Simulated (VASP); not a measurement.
Write the native input for VASP 6.6.1 that does the following.

| Property | Result |
| --- | --- |
| Task | single point |
| Functional | r2SCAN |
| Potentials or basis | VASP PAW PBE potentials, release 64 (Rb_sv, Mg, Sb, O) |
| Cutoff | 520 eV |
| k mesh | 6 × 6 × 6 |
| Occupations | gaussian, width 0.05 eV |
| Spin | no spin polarisation |
| Dipole correction | no |
| Further INCAR settings | ALGO = Normal; EDIFF = 1e-06; NBANDS = 26 |

The system is RbMgSbO3.

```xyz
6
Lattice="3.0915 1.7849 4.0789 -3.0915 1.7849 4.0789 0.0000 -3.5697 4.0789" Properties=species:S:1:pos:R:3 pbc="T T T"
Rb    0.0000    0.0000   10.7437
Mg    0.0000    0.0000    4.0623
Sb    0.0000    0.0000    7.0422
O     0.0000   -1.6824    7.9745
O     1.4570    0.8412    7.9745
O    -1.4570    0.8412    7.9745
```

This cell differs from its parent crystal: strain +0.0150 x Voigt [0, 0, 1, 0, 0, 0].

The input as run:

POSCAR

```
RbMgSbO3
1.0
    3.0914557107      1.7848527868      4.0789406688
   -3.0914557107      1.7848527868      4.0789406688
    0.0000000000     -3.5697055735      4.0789406688
Rb Mg Sb O
1 1 1 3
Direct
    0.8779837598      0.8779837598      0.8779837598
    0.3319735932      0.3319735932      0.3319735932
    0.5754906610      0.5754906610      0.5754906610
    0.4945870290      0.4945870290      0.9658740480
    0.9658740480      0.4945870290      0.4945870290
    0.4945870290      0.9658740480      0.4945870290
```

INCAR.step1

```
  PREC = Accurate
  ENCUT = 520
  ISMEAR = 0
  SIGMA = 0.05
  LREAL = F
  LASPH = T
  NELM = 60
  NBANDS = 26
  GGA = PE
  ALGO = Normal
  EDIFF = 1E-4
  LWAVE = T
  LCHARG = F
```

INCAR.step2

```
  PREC = Accurate
  ENCUT = 520
  EDIFF = 1E-6
  ISMEAR = 0
  SIGMA = 0.05
  LREAL = F
  LASPH = T
  NELM = 60
  ALGO = Normal
  ISIF = 2
  LWAVE = F
  LCHARG = T
  METAGGA = R2SCAN
  LMIXTAU = T
  LELF = T
  LVHAR = T
  NBANDS = 26
  ISTART = 1
```

KPOINTS

```
regular mesh
0
Gamma
  6 6 6
```

Potentials or basis: VASP PAW PBE potentials, release 64 (Rb_sv, Mg, Sb, O).

Launch:

```sh
$ cat potpaw_PBE.64/Rb_sv/POTCAR potpaw_PBE.64/Mg/POTCAR potpaw_PBE.64/Sb/POTCAR potpaw_PBE.64/O/POTCAR > POTCAR
$ cp INCAR.step1 INCAR
$ mpirun -np 1 vasp_std > vasp.out
$ cp INCAR.step2 INCAR
$ mpirun -np 1 vasp_std > vasp.out
```

Results of the run:

```yaml
Pressure: -0.5 GPa
Largest_force: 0.140 eV/Å
Band_gap_on_the_k_mesh: 3.62 eV, direct
```

Caveat: the cell differs from its parent crystal (strain +0.0150 x Voigt [0, 0, 1, 0, 0, 0]); the PAW data sets were made with another functional, which shifts forces and pressure a little; spin-orbit coupling is left out, which moves the levels of the heavy elements.

Wall time 2.6 min on 1 thread of Intel(R) Xeon(R) 6975P-C (Granite Rapids) (shared host), peak memory 0.34 GiB.
